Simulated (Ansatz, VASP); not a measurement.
## BN in VASP and in Ansatz

INCAR

```
PREC = Accurate ; ENCUT = 520
EDIFF = 1E-7 ; ISMEAR = 0
SIGMA = 0.05 ; LREAL = F
LASPH = T ; NELM = 60
ALGO = Normal ; ISIF = 2
LWAVE = F ; LCHARG = F
GGA = PS ; NBANDS = 26
```

KPOINTS

```
Automatic mesh
0
Gamma
  6 6 10
```

The input POSCAR:

```
BN
1.0
    4.2993000000      0.0000000000      0.0000000000
    0.0000000000      4.2993000000      0.0000000000
    0.0000000000      0.0000000000      2.5380337638
B N
4 4
Direct
    0.1741337327      0.8258662673      0.5000000000
    0.3258662673      0.3258662673      0.0000000000
    0.6741337327      0.6741337327      0.0000000000
    0.8258662673      0.1741337327      0.5000000000
    0.8123909516      0.8123909516      0.5000000000
    0.3123909516      0.6876090484      0.0000000000
    0.6876090484      0.3123909516      0.0000000000
    0.1876090484      0.1876090484      0.5000000000
```

Input for Ansatz:

```yaml
crystal:
  lattice:
    - [4.2993, 0.0, 0.0]
    - [0.0, 4.2993, 0.0]
    - [0.0, 0.0, 2.5380337638]
  atoms:
    - { symbol: B, position: [0.1741337327, 0.8258662673, 0.5] }
    - { symbol: B, position: [0.3258662673, 0.3258662673, 0.0] }
    - { symbol: B, position: [0.6741337327, 0.6741337327, 0.0] }
    - { symbol: B, position: [0.8258662673, 0.1741337327, 0.5] }
    - { symbol: "N", position: [0.8123909516, 0.8123909516, 0.5] }
    - { symbol: "N", position: [0.3123909516, 0.6876090484, 0.0] }
    - { symbol: "N", position: [0.6876090484, 0.3123909516, 0.0] }
    - { symbol: "N", position: [0.1876090484, 0.1876090484, 0.5] }
basis:
  ecutwfc: 520.0
kpoints:
  mp_grid: { grid: [6, 6, 10] }
hamiltonian:
  xc: pbesol
  pseudopotentials: { kind: paw, azcp: { folder: soft_1 } }
scf:
  occupations: { method: gaussian, width: 0.05 }
output:
  forces: true
  stress: true
  eigenvalues: true
  write_density: true
  write_potential: true
  elf: true
  volumetric_format: npy
```

Alike in both runs: task single point; functional PBEsol; k mesh 6 × 6 × 10; occupations gaussian, width 0.05 eV; no spin polarisation.

|  | VASP | Ansatz |
| --- | --- | --- |
| version | VASP 6.6.1 | Ansatz 0.2.0 |
| potentials or method | VASP PAW PBE potentials, release 64 (B, N), cutoff 520 eV | scalar-relativistic, plane waves, PAW |
| valence electrons in the cell | 32 | 32 |

|  | VASP | Ansatz | Ansatz less VASP |
| --- | --- | --- | --- |
| gap on the k mesh at the Fermi level (eV) | 4.51 | 4.52 | +0.015 |
| least direct gap on the mesh (eV) | 5.66 | 5.68 | +0.015 |
| pressure (GPa) | 18.3 | 17.4 | -0.94 |
| traceless stress, the component that is largest in VASP (GPa) | -12.58 | -12.55 | +0.026 |
| rms of the force components (eV/Å) | 0.175 | 0.167 | -0.0080 |

VASP's potentials were made for PBE, not for PBEsol, and Ansatz warns of the same on its side. Atom by atom the forces differ by 0.009 eV/Å (rms over components). With one functional, cell and mesh, what is left measures potentials, basis and numerics.
